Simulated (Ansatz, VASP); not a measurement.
**One calculation of Sn, two programs**

```
CELL_PARAMETERS angstrom
0.00000 3.23334 3.23334
3.23334 0.00000 3.23334
3.23334 3.23334 0.00000
ATOMIC_POSITIONS crystal
Sn 0.75000 0.75000 0.75000
Sn 0.50000 0.50000 0.50000
```

Alike in both runs: functional PBEsol; k mesh 7 × 7 × 7; occupations fermi-dirac, width 0.05 eV; non-collinear spin, spin-orbit coupling.

|  | VASP | Ansatz |
| --- | --- | --- |
| version | VASP 6.6.1 | Ansatz 0.2.0 |
| potentials or method | VASP PAW PBE potentials, release 64 (Sn_d) | Ansatz PAW |
| plane-wave cutoff (eV) | 520 | 420 |
| valence electrons in the cell | 28 | 28 |
| task | single point | band structure |

|  | VASP | Ansatz | Ansatz less VASP |
| --- | --- | --- | --- |
| pressure (GPa) | 1.5 | 1.5 | 0.00 |
| net moment per atom (μB) | 0.00 | 0.00 | 0.000 |

VASP's potentials were made for PBE, not for PBEsol.
